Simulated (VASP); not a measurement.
# HC32 (a cell with a defect) in VASP: a series of runs

HC32 (a cell with a defect) is run at these levels: PBE+D3(BJ); tasks: single point.

All numbers are computed with VASP 6.6.1; they aren't measurements. Logs are shortened: lines on timing, memory, paths and dates and some standing lists are left out, and cuts for length are marked.

### 1 The cell of the first run

The cell holds a defect, 33 atoms: a = 7.135 Å, b = 7.433 Å, c = 7.433 Å, α = 70.11°, β = 61.32°, γ = 61.32°.

### 2 Single point, PBE+D3(BJ)

INCAR reads:

```
PREC     = Accurate       # precision mode
ENCUT    = 520            # plane-wave cutoff, eV
EDIFF    = 1E-6           # SCF threshold, eV
ISMEAR   = 0              # smearing method
SIGMA    = 0.1            # smearing width, eV
LREAL    = Auto         
LASPH    = T              # aspherical terms in the spheres
NELM     = 80             # most SCF steps
ALGO     = Normal         # electronic algorithm
ISIF     = 2              # what is computed and relaxed
LWAVE    = F              # write WAVECAR
LCHARG   = T              # write CHGCAR
GGA      = PE             # functional
IVDW     = 12             # dispersion correction
LELF     = T              # ELF
LVHAR    = T            
NBANDS   = 86             # bands
```

KPOINTS reads:

```
Automatic mesh
0
Gamma
  4 4 4
```

POSCAR reads:

```
HC32
1.0
    0.0000000000      0.0000000000      7.1348525476
   -4.9294762873      4.2690516923      3.5674262738
   -4.9294762874     -4.2690516922      3.5674262738
C H
32 1
Direct
    0.3798525405      0.5420327764      0.7085643744
    0.8721884367      0.5405006572      0.7089130007
    0.2562301987      0.9167585684      0.5836618756
    0.7447529050      0.9186269747      0.5826858563
    0.1300833475      0.2915844765      0.4584081768
    0.6243162664      0.2932493661      0.4567432871
    0.0020276095      0.6666280782      0.3346770731
    0.4962028888      0.6682152778      0.3336990660
    0.3716115578      0.0410797383      0.2094923160
    0.8804557766      0.0414283960      0.2079597597
    0.2533408471      0.4153156816      0.0833646765
    0.7481224531      0.4162941258      0.0817774455
    0.1347393948      0.7912943204      0.9586984775
    0.5724198946      0.7918320977      0.9581613088
    1.0066566562      0.1663310324      0.8332341775
    0.4960740926      0.1673065133      0.8313657012
    0.5012112586      0.3343390661      0.6655547791
    0.0047957953      0.3326186388      0.6666804171
    0.3795584726      0.7089938905      0.5422191472
    0.8713371305      0.7084463894      0.5412125278
    0.2541034981      0.0833122205      0.4173742330
    0.7511114695      0.0844379913      0.4156534700
    0.1291785322      0.4577226458      0.2922702103
    0.6205975177      0.4590149703      0.2909778858
    0.4859946786      0.8346390717      0.1712324877
    0.0053962717      0.8336122564      0.1673837343
    0.3710047714      0.2087802269      0.0415463653
    0.8807771125      0.2077738260      0.0409988485
    0.2564002380      0.5826091738      0.9163804895
    0.7418703906      0.5787603189      0.9153535728
    0.1330713855      0.9581636983      0.7918290996
    0.6123883689      0.9625359808      0.7874568171
    0.4128457359     -0.2094300945     -0.0405684709
```

Potentials or basis: VASP PAW PBE potentials, release 64 (C, H).

Run with:

```
> cat potpaw_PBE.64/C/POTCAR potpaw_PBE.64/H/POTCAR > POTCAR
> mpirun -np 1 vasp_std > vasp.out
```

OUTCAR:

```text
PREC = Accurate
   ENCUT = 520
   EDIFF = 1E-6
   ISMEAR = 0
   LREAL = Auto
   LASPH = T
   NELM = 80
   ISIF = 2
   GGA = PE
   IVDW = 12
 IVDW          = 12

 ion  position               nearest neighbor table
   1  0.380  0.542  0.709-  29 1.42  17 1.42  19 1.42
   2  0.872  0.541  0.709-  30 1.40  18 1.42  20 1.43
   3  0.256  0.917  0.584-  19 1.42  21 1.42  31 1.42
   4  0.745  0.919  0.583-  32 1.41  22 1.42  20 1.43
   5  0.130  0.292  0.458-  23 1.42  21 1.42  18 1.42
   6  0.624  0.293  0.457-  24 1.42  22 1.42  17 1.42
   7  0.002  0.667  0.335-  20 1.41  26 1.43  23 1.43
   8  0.496  0.668  0.334-  25 1.41  19 1.42  24 1.43
   9  0.372  0.041  0.209-  25 1.40  21 1.42  27 1.43
  10  0.880  0.041  0.208-  26 1.42  22 1.42  28 1.42
  11  0.253  0.415  0.083-  27 1.41  29 1.43  23 1.43
  12  0.748  0.416  0.082-  30 1.41  28 1.42  24 1.43
  13  0.135  0.791  0.959-  31 1.42  29 1.43  26 1.43
  14  0.572  0.792  0.958-  33 1.14  32 1.49  25 1.49  30 1.49
  15  0.007  0.166  0.833-  28 1.42  18 1.42  31 1.42
  16  0.496  0.167  0.831-  32 1.41  17 1.42  27 1.43
  17  0.501  0.334  0.666-  16 1.42   1 1.42   6 1.42
  18  0.005  0.333  0.667-  15 1.42   5 1.42   2 1.42
  19  0.380  0.709  0.542-   3 1.42   1 1.42   8 1.42
  20  0.871  0.708  0.541-   7 1.41   2 1.43   4 1.43
[... 10 lines left out ...]
  31  0.133  0.958  0.792-   3 1.42  15 1.42  13 1.42
  32  0.612  0.963  0.787-  16 1.41   4 1.41  14 1.49
  33  0.413  0.791  0.959-  14 1.14

  LATTYP: Found a body centered orthorhombic cell.
 ALAT       =     7.1348525476
 B/A-ratio  =     1.1966755203
 C/A-ratio  =     1.3818018675

  Lattice vectors:

 A1 = (   4.9294762873,  -4.2690516923,  -3.5674262738)
 A2 = (   4.9294762874,   4.2690516922,   3.5674262738)
 A3 = (  -4.9294762874,  -4.2690516922,   3.5674262738)

Analysis of symmetry for initial positions (statically):
=====================================================================
 Subroutine PRICEL returns:
 Original cell was already a primitive cell.

 Routine SETGRP: Setting up the symmetry group for a
 body centered orthorhombic supercell.

 Subroutine GETGRP returns: Found  1 space group operations
 (whereof  1 operations were pure point group operations)
 out of a pool of  8 trial point group operations.

The static configuration has the point symmetry C_1 .

Analysis of symmetry for dynamics (positions and initial velocities):
=====================================================================
 Subroutine PRICEL returns:
 Original cell was already a primitive cell.

 Routine SETGRP: Setting up the symmetry group for a
 body centered orthorhombic supercell.

 Subroutine GETGRP returns: Found  1 space group operations
 (whereof  1 operations were pure point group operations)
 out of a pool of  8 trial point group operations.

The dynamic configuration has the point symmetry C_1 .

 Subroutine INISYM returns: Found  1 space group operations
 (whereof  1 operations are pure point group operations),
 and found     1 'primitive' translations

----------------------------------------------------------------------------------------

                                     Primitive cell

  volume of cell :     300.2944

  direct lattice vectors                    reciprocal lattice vectors
     0.000000000  0.000000000  7.134852548     0.101430653 -0.000000000  0.140157066
    -4.929476287  4.269051692  3.567426274    -0.101430653  0.117122030  0.000000000
    -4.929476287 -4.269051692  3.567426274    -0.101430653 -0.117122030  0.000000000

  length of vectors
     7.134852548  7.433106285  7.433106285     0.173009192  0.154937882  0.154937882

  position of ions in fractional coordinates (direct lattice)
     0.379852541  0.542032776  0.708564374
     0.872188437  0.540500657  0.708913001
     0.256230199  0.916758568  0.583661876
     0.744752905  0.918626975  0.582685856
     0.130083347  0.291584476  0.458408177
     0.624316266  0.293249366  0.456743287
[... 25 lines left out ...]
     0.612388369  0.962535981  0.787456817
     0.412845736  0.790569905  0.959431529

  ion indices of the primitive-cell ions
   primitive index   ion index
                 1           1
                 2           2
                 3           3
                 4           4
                 5           5
                 6           6
[... 25 lines left out ...]
                32          32
                33          33

----------------------------------------------------------------------------------------

 KPOINTS: Automatic mesh

Automatic generation of k-mesh.
 Grid dimensions read from file:
 generate k-points for:    4    4    4

 Generating k-lattice:

  Cartesian coordinates                     Fractional coordinates (reciprocal lattice)
     0.025357663 -0.000000000  0.035039267     0.250000000  0.000000000  0.000000000
    -0.025357663  0.029280507  0.000000000     0.000000000  0.250000000  0.000000000
[... 55 lines left out ...]
   NUPDOWN=      -1.0000    fix difference up-down
   EMIN   =  10.00;   EMAX   =-10.00  energy-range for DOS
   EFERMI =   0.00;   METHOD = LEGACY
   ISMEAR =     0;   SIGMA  =   0.10  broadening in eV -4-tet -1-fermi 0-gaus
   EFERMI_NEDOS =   21; number of points for ismear=-14 and -15
   IALGO  =     38    algorithm
   IMIX   =      4    mixing-type and parameters
     AMIX     =   0.40;   BMIX     =  1.00
     AMIX_MAG =   1.60;   BMIX_MAG =  1.00
  volume/ion in A,a.u.               =       9.10        61.41
  Fermi-wavevector in a.u.,A,eV,Ry     =   1.235252  2.334288 20.760426  1.525848
  Thomas-Fermi vector in A             =   2.369909
   LORBIT       =      0    0 simple, 1 ext, 2 COOP (PROOUT), +10 PAW based schemes
   GGA     = PE    functional components
   LHFCALC =     F    Hartree Fock is set to
   AEXX    =    0.0000 exact exchange contribution
   IVDW    =    12    specifies the selected vdW correction
   LEPSILON=     F    determine dielectric tensor
   LRPA    =     F    only Hartree local field effects (RPA)
 non-spin polarized calculation
 Gauss-broadening in eV      SIGMA  =   0.10
  energy-cutoff  :      520.00
  volume of cell :      300.29
 maximum number of plane-waves:      8118
 NGX is ok and might be reduce to    54
   NGX = 27   NGY = 27   NGZ = 27

 number of electron     128.9999991 magnetization

 Free energy of the ion-electron system (eV)
  ---------------------------------------------------
  ext. energy  EPLUGINS =         0.00000000
  ---------------------------------------------------
  free energy    TOTEN  =      -296.72325603 eV

  energy without entropy =     -296.69993958  energy(sigma->0) =     -296.71159781

 E-fermi :   4.3581     XC(G=0):  -9.9430

 val. band max:        4.3519733444   @ k =   0.5000   0.2500   0.2500
 cond. band min:       4.3584634304   @ k =   0.0000  -0.2500   0.2500
 fundamental gap:      0.0064900860
 Fermi energy:         4.3581246942

 k-point     1 :       0.0000    0.0000    0.0000
  band No.  band energies     occupation
      1     -15.3949      2.00000
      2     -14.0913      2.00000
      3     -14.0802      2.00000
      4     -13.7394      2.00000
      5     -13.7055      2.00000
      6     -12.9015      2.00000
[... 68 lines left out ...]
     75       9.8491      0.00000
     76       9.8696      0.00000

 k-point     2 :       0.2500    0.0000    0.0000
  band No.  band energies     occupation
      1     -15.2961      2.00000
      2     -14.5943      2.00000
      3     -13.7033      2.00000
      4     -13.6699      2.00000
      5     -13.5065      2.00000
      6     -13.3026      2.00000
[... 68 lines left out ...]
     75       9.6256      0.00000
     76      10.5843      0.00000

 k-point     3 :       0.2500    0.2500    0.2500
  band No.  band energies     occupation
      1     -15.2961      2.00000
      2     -14.5943      2.00000
      3     -13.7033      2.00000
      4     -13.6699      2.00000
      5     -13.5065      2.00000
      6     -13.3026      2.00000
[... 1648 lines left out ...]
     75       9.0586      0.00000
     76       9.4606      0.00000

 k-point    24 :       0.5000    0.5000    0.0000
  band No.  band energies     occupation
      1     -14.9587      2.00000
      2     -14.8858      2.00000
      3     -13.8641      2.00000
      4     -13.8332      2.00000
      5     -13.7991      2.00000
      6     -13.7947      2.00000
[... 68 lines left out ...]
     75       9.7992      0.00000
     76      10.5110      0.00000

 [... further k-points ...]

 [bands above 76 left out]

------------------------ aborting loop because EDIFF is reached ----------------------------------------

 Edisp (eV)   -4.74224

 E8    (eV) :    -1.3277

  FORCE on cell =-STRESS in cart. coord.  units (eV):
  Direction    XX          YY          ZZ          XY          YZ          ZX
  --------------------------------------------------------------------------------------
  -------------------------------------------------------------------------------------
  Total       4.39161     4.10952    -0.01102     0.00180    -0.00971    -0.00113
  in kB      23.43082    21.92577    -0.05878     0.00959    -0.05178    -0.00605
  external pressure =       15.10 kB  Pullay stress =        0.00 kB

 VOLUME and BASIS-vectors are now :
 -----------------------------------------------------------------------------
  energy-cutoff  :      520.00
  volume of cell :      300.29
      direct lattice vectors                 reciprocal lattice vectors
     0.000000000  0.000000000  7.134852548     0.101430653 -0.000000000  0.140157066
    -4.929476287  4.269051692  3.567426274    -0.101430653  0.117122030  0.000000000
    -4.929476287 -4.269051692  3.567426274    -0.101430653 -0.117122030  0.000000000

 POSITION                                       TOTAL-FORCE (eV/Angst)
 -----------------------------------------------------------------------------------
     -6.16479     -0.71093      7.17161        -0.004366      0.005960     -0.021841
     -6.15895     -0.71896     10.68013        -0.001213      0.012878      0.034543
     -7.39629      1.42201      7.18080        -0.002109      0.004640     -0.019841
     -7.40069      1.43415     10.66953         0.009361     -0.000773      0.034474
     -3.69707     -0.71218      3.60367         0.001498     -0.008220      0.017322
     -3.69707     -0.69796      7.12995        -0.000729      0.014267      0.026971
[... 25 lines left out ...]
     -8.62655      0.74742     10.61227        -0.002185      0.001507      0.043698
     -8.62659     -0.72088      9.18859        -0.000532      0.005958      0.165034
 -----------------------------------------------------------------------------------
    total drift:                                0.022516     -0.019487      0.007108

  FREE ENERGIE OF THE ION-ELECTRON SYSTEM (eV)
  ---------------------------------------------------
  free  energy   TOTEN  =      -301.4654939966 eV

  energy  without entropy=     -301.4421775505  energy(sigma->0) =     -301.45383577
```

Run time: 11 min. Hardware: 1 thread of Intel Xeon 6975P-C (Granite Rapids), shared host; peak memory 0.75 GiB.

What came out:

| Quantity | Value |
| --- | --- |
| Free energy | -301.4655 eV |
| Pressure | 1.5 GPa |
| Largest force | 0.212 eV/Å |
| Dispersion energy per atom | -0.144 eV |

Forces on the atoms (eV/Å):
```
C   -0.004  0.006 -0.022
C   -0.001  0.013  0.035
C   -0.002  0.005 -0.020
C    0.009 -0.001  0.034
C    0.001 -0.008  0.017
C   -0.001  0.014  0.027
C   -0.003 -0.004 -0.032
C    0.012  0.005  0.016
C    0.003  0.013  0.035
C    0.005  0.007 -0.021
C    0.001  0.007 -0.034
C   -0.011  0.009  0.022
C    0.001  0.005 -0.211
C    0.000  0.000  0.004
C   -0.002  0.011 -0.015
C   -0.010 -0.001  0.027
C   -0.002  0.003  0.023
C    0.008 -0.009  0.030
C   -0.006 -0.016 -0.005
C    0.002  0.004  0.014
C   -0.009 -0.009  0.023
C    0.004 -0.002  0.029
C    0.000 -0.004 -0.019
C    0.001 -0.009  0.015
C   -0.004 -0.006  0.047
C   -0.002 -0.006 -0.095
C    0.000  0.005  0.015
C    0.006 -0.015 -0.001
C   -0.001 -0.009 -0.101
C    0.008  0.005  0.040
C    0.000 -0.018 -0.088
C   -0.002  0.002  0.044
H   -0.001  0.006  0.165
```

Stress tensor (GPa, compression positive):
```
 2.34  0.00  0.00
 0.00  2.19 -0.01
 0.00 -0.01 -0.01
```

Levels at points of the mesh, in eV from the Fermi level:
| k point | band 60 | band 61 | band 62 | band 63 | band 64 | band 65 | band 66 | band 67 | band 68 | band 69 |
| --- | --- | --- | --- | --- | --- | --- | --- | --- | --- | --- |
| (0.00, 0.00, 0.00) | -2.51 | -2.24 | -2.07 | -1.90 | -1.61 | -0.42 | 0.39 | 0.71 | 0.93 | 2.03 |
| (0.50, 0.00, 0.00) | -3.37 | -2.50 | -2.14 | -1.27 | -0.77 | -0.05 | 0.49 | 1.05 | 1.45 | 2.13 |
| (0.50, 0.50, 0.50) | -3.37 | -2.50 | -2.14 | -1.27 | -0.77 | -0.05 | 0.49 | 1.05 | 1.45 | 2.13 |
| (0.00, 0.50, 0.00) | -3.08 | -2.78 | -2.37 | -1.58 | -1.36 | -0.12 | 0.96 | 1.51 | 2.01 | 2.35 |
| (0.00, 0.00, 0.50) | -3.08 | -2.78 | -2.37 | -1.58 | -1.36 | -0.12 | 0.96 | 1.51 | 2.01 | 2.35 |
| (0.50, 0.50, 0.00) | -2.86 | -2.77 | -2.69 | -2.68 | -2.66 | 0.28 | 2.07 | 2.08 | 2.13 | 2.36 |
| (0.50, 0.00, 0.50) | -2.84 | -2.77 | -2.69 | -2.67 | -2.65 | 0.19 | 2.06 | 2.11 | 2.13 | 2.43 |
| (0.00, 0.50, 0.50) | -3.01 | -2.18 | -1.95 | -1.06 | -0.64 | 0.12 | 1.07 | 1.36 | 1.66 | 2.24 |

### 3 Single point, PBE+D3(BJ)

INCAR reads:

```
SYSTEM = HC32
  PREC = Accurate
  ENCUT = 520
  EDIFF = 1E-6
  ISMEAR = 0
  SIGMA = 0.1
  LREAL = Auto
  LASPH = .TRUE.
  NELM = 60
  ALGO = Normal
  ISIF = 2
  LWAVE = .FALSE.
  LCHARG = .TRUE.
  GGA = PE
  IVDW = 12
  LELF = .TRUE.
  LVHAR = .TRUE.
  NBANDS = 86
```

KPOINTS reads:

```
regular mesh
0
G
  4 4 4
  0 0 0
```

POSCAR reads:

```
HC32
1.0
    0.0000000000      0.0000000000      7.1348525476
   -4.9294762873      4.2690516923      3.5674262738
   -4.9294762874     -4.2690516922      3.5674262738
C H
32 1
Direct
    0.3810294592      0.5408517952      0.7088827894
    0.8681649158      0.5416612718      0.7084966843
    0.2562773419      0.9181434911      0.5831163930
    0.7420713533      0.9171052283      0.5833306332
    0.1280527907      0.2927833219      0.4572095342
    0.6211347397      0.2919983701      0.4579944861
    0.0037179331      0.6678833007      0.3337531232
    0.4943439738      0.6669947702      0.3344408209
    0.3683312525      0.0414965075      0.2083314515
    0.8807700664      0.0411100668      0.2091410609
    0.2553626608      0.4162401858      0.0821093055
    0.7457860080      0.4155522694      0.0829978517
    0.1787948492      0.7915809651      0.9584112242
    0.5966475077      0.7914650686      0.9585279321
    1.0075444233      0.1668761950      0.8318491691
    0.4925151270      0.1666622748      0.8328875176
    0.4977264842      0.3330847499      0.6664131101
    0.0009921142      0.3338516913      0.6659123227
    0.3803323799      0.7085390141      0.5413185044
    0.8688667835      0.7088891483      0.5419124867
    0.2507639729      0.0840805335      0.4161411648
    0.7472307872      0.0835796289      0.4169082233
    0.1308542114      0.4586971168      0.2912955365
    0.6194008179      0.4581475803      0.2918450730
    0.4859228628      0.8339009517      0.1679249446
    0.0119048415      0.8343249459      0.1703777266
    0.3696765188      0.2080805880      0.0411036921
    0.8801965444      0.2086742660      0.0414535220
    0.2666168912      0.5796154157      0.9156675658
    0.7377547725      0.5820679634      0.9160917942
    0.1409007621      0.9614482998      0.7885440923
    0.6101849597      0.9590354375      0.7909573603
    0.3524440912     -0.2096136948     -0.0403854792
```

Potentials or basis: VASP PAW PBE potentials, release 64 (C, H).

Run with:

```
> cat potpaw_PBE.64/C/POTCAR potpaw_PBE.64/H/POTCAR > POTCAR
> mpirun -np 1 vasp_std > vasp.out
```

Wall time 12 min (1 thread of Intel Xeon 6975P-C (Granite Rapids), shared host); peak memory 0.73 GiB.

The run converged. Its results:

```
Free energy                : -301.2849 eV
Pressure                   : 1.0 GPa
Largest force              : 1.271 eV/Å
Dispersion energy per atom : -0.144 eV
```

Forces on the atoms (eV/Å):
```
C   -0.007  0.003 -0.024
C   -0.015  0.020 -0.018
C   -0.013  0.007 -0.027
C    0.021 -0.012 -0.012
C    0.000  0.039 -0.024
C   -0.001 -0.009 -0.019
C    0.018  0.049 -0.005
C   -0.007 -0.015 -0.006
C    0.012  0.021 -0.017
C    0.010  0.002 -0.022
C   -0.019  0.050 -0.011
C    0.007 -0.018 -0.001
C    0.000  0.003  0.722
C    0.001  0.008  0.759
C    0.015  0.011 -0.019
C   -0.019 -0.007 -0.015
C    0.014 -0.030 -0.048
C   -0.003  0.018 -0.046
C    0.023 -0.006 -0.005
C   -0.027 -0.011 -0.012
C    0.008  0.009 -0.043
C   -0.016 -0.031 -0.043
C    0.001 -0.002  0.015
C    0.000 -0.033  0.009
C    0.050  0.024  0.069
C   -0.091 -0.055 -0.004
C    0.025 -0.011 -0.015
C   -0.023 -0.007 -0.004
C    0.089 -0.057  0.007
C   -0.052  0.021  0.062
C    0.000  0.104  0.007
C   -0.002 -0.090  0.063
H    0.000  0.006 -1.271
```

Stress tensor (GPa, compression positive):
```
 1.83  0.00  0.00
 0.00  1.79  0.01
 0.00  0.01 -0.70
```

Levels at points of the mesh, in eV from the Fermi level:
```tsv
k point	band 62	band 63	band 64	band 65	band 66	band 67
(0.00, 0.00, 0.00)	-2.08	-1.92	-1.59	-0.44	0.40	0.72
(0.50, 0.00, 0.00)	-2.09	-1.22	-0.75	0.00	0.48	1.05
(0.50, 0.50, 0.50)	-2.09	-1.22	-0.75	0.00	0.48	1.05
(0.00, 0.50, 0.00)	-2.35	-1.47	-1.33	-0.17	0.97	1.63
(0.00, 0.00, 0.50)	-2.35	-1.47	-1.33	-0.17	0.97	1.63
(0.50, 0.50, 0.00)	-2.68	-2.62	-2.61	0.28	2.06	2.09
(0.50, 0.00, 0.50)	-2.67	-2.63	-2.62	0.37	2.04	2.07
(0.00, 0.50, 0.50)	-1.92	-0.88	-0.62	0.05	1.12	1.39
```
